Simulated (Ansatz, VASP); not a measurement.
Pd in VASP and in Ansatz

```
CELL_PARAMETERS angstrom
2.71664 0.00000 0.00000
0.00000 3.84191 0.00000
0.00000 0.00000 21.43330
ATOMIC_POSITIONS crystal
Pd 0.00000 0.00000 0.37766
Pd 0.50000 0.50000 0.43465
Pd 0.00000 0.00000 0.50000
Pd 0.50000 0.50000 0.56535
Pd 0.00000 0.00000 0.62234
```

Alike in both runs: functional LDA; k mesh 13 × 10 × 1; occupations fermi-dirac, width 0.1 eV; no spin polarisation.

Ansatz relaxed the structure, and its values are those at the end. VASP's run is a single point on that final structure, the one shown.

|  | VASP | Ansatz |
| --- | --- | --- |
| version | VASP 6.6.1 | Ansatz 0.2.0 |
| potentials or method | VASP PAW LDA potentials, release 64 (Pd), cutoff 520 eV | all-electron LAPW, scalar-relativistic |

Ansatz gave:

```
rms of the force components (eV/Å) : 0.001
```

Problem. What did VASP give for the same quantities?

Solution. rms of the force components (eV/Å): 0.004.

LDA's correlation is that of Perdew and Zunger in VASP and of Perdew and Wang (1992) in Ansatz. Ansatz ran all-electron here, and VASP with PAW potentials.
